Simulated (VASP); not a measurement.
A run of VASP 6.6.1 is set up as follows.

Contents of INCAR:

```
ALGO     = Normal         # electronic algorithm
EDIFF    = 1E-6           # SCF threshold, eV
ENCUT    = 520            # plane-wave cutoff, eV
GGA      = PE             # functional
ISIF     = 2              # what is computed and relaxed
ISMEAR   = -1             # smearing method
LASPH    = T              # aspherical terms in the spheres
LCHARG   = F              # write CHGCAR
LREAL    = F              # projectors in reciprocal space
LWAVE    = F              # write WAVECAR
NBANDS   = 14             # bands
NELM     = 60             # most SCF steps
PREC     = Accurate       # precision mode
SIGMA    = 0.05           # smearing width, eV
```

The input KPOINTS:

```
k-points
0
Gamma
  15 15 15
```

POSCAR

```
HfC
1.0
    0.0697500000      2.3598750000      2.3598750000
    2.3598750000      0.0697500000      2.3598750000
    2.3598750000      2.3598750000      0.0697500000
Hf C
1 1
Direct
    0.5000000000      0.5000000000      0.5000000000
    0.0000000000      0.0000000000      0.0000000000
```

Potentials or basis: VASP PAW PBE potentials, release 64 (Hf_pv, C).

Launch:

```console
$ cat potpaw_PBE.64/Hf_pv/POTCAR potpaw_PBE.64/C/POTCAR > POTCAR
$ mpirun -np 1 vasp_std > vasp.out
```

Problem. Estimate the pressure.

Solution. -0.3 GPa.

Problem. Estimate the band gap on the k mesh.

Solution. Zero (band 7 reaches 7.07 eV, above the bottom of band 8 at 5.68 eV).

Stress tensor (GPa, compression positive):
```
-0.29 -5.32 -5.32
-5.32 -0.29 -5.32
-5.32 -5.32 -0.29
```

Caveat: the cell differs from its parent crystal (equal xy, yz and zx shear strains of +3 %); spin-orbit coupling is left out, which moves the levels of the heavy elements.
